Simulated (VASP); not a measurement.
Wanted: the native input for a VASP 6.6.1 run.

```yaml
Task: single point
Functional: PBE
Potentials_or_basis: VASP PAW PBE potentials, release 64 (Na_pv, Sm_3, P), 4f in core
Cutoff: 500 eV
k_mesh: 8 × 8 × 6
Occupations: gaussian, width 0.1 eV
Spin: no spin polarisation
Dipole_correction: no
Further_INCAR_settings: ALGO = Normal; EDIFF = 1e-06; NBANDS = 30
```

The structure of Na3SmP2 lies in POSCAR:

```
Na3SmP2
1.0
    5.7003524489      0.0000000000      0.0000000000
    0.0000000000      5.7003524489      0.0000000000
    0.0000000000      0.0000000000      7.2572138870
Na Sm P
3 1 2
Direct
    0.0000000000      0.5000000000      0.5000000000
    0.5000000000      0.0000000000      0.5000000000
    0.5000000000      0.5000000000      0.5000000000
    0.0000000000      0.0000000000      0.0000000000
    0.0000000000      0.0000000000      0.3526661660
    0.0000000000      0.0000000000      0.6473338340
```

The cell was generated, and may not be a known phase.

The input as run:

INCAR

```
PREC     = Accurate       # precision mode
ENCUT    = 500            # plane-wave cutoff, eV
EDIFF    = 1E-6           # SCF threshold, eV
ISMEAR   = 0              # smearing method
SIGMA    = 0.1            # smearing width, eV
LREAL    = False          # projectors in reciprocal space
LASPH    = True           # aspherical terms in the spheres
NELM     = 200            # most SCF steps
ALGO     = Normal         # electronic algorithm
ISIF     = 2              # what is computed and relaxed
LWAVE    = False          # write WAVECAR
LCHARG   = True           # write CHGCAR
GGA      = PE             # functional
LELF     = True           # ELF
LVHAR    = True         
NBANDS   = 30             # bands
GGA_COMPAT= False        
LMAXMIX  = 6              # l up to which the mixer works
```

KPOINTS

```
regular mesh
0
Gamma
  8 8 6
```

Potentials or basis: VASP PAW PBE potentials, release 64 (Na_pv, Sm_3, P), 4f in core.

Launch:

```sh
$ cat potpaw_PBE.64/Na_pv/POTCAR potpaw_PBE.64/Sm_3/POTCAR potpaw_PBE.64/P/POTCAR > POTCAR
$ mpirun -np 1 vasp_std > vasp.out
```

Results of the run:

```json
{"Pressure": "0.0 GPa", "Largest force": "0.096 eV/Å", "Band gap on the k mesh": "zero (bands 21 and 22 overlap by 0.67 eV)"}
```

Caveat: spin-orbit coupling is left out, which moves the levels of the heavy elements; the 4f electrons are frozen in the core, so they carry no moment and show no levels.

Run time: 3.3 min on 1 thread of AMD EPYC 9R45 96-Core Processor (Zen 5), with other jobs on the host, peak memory 0.49 GiB.
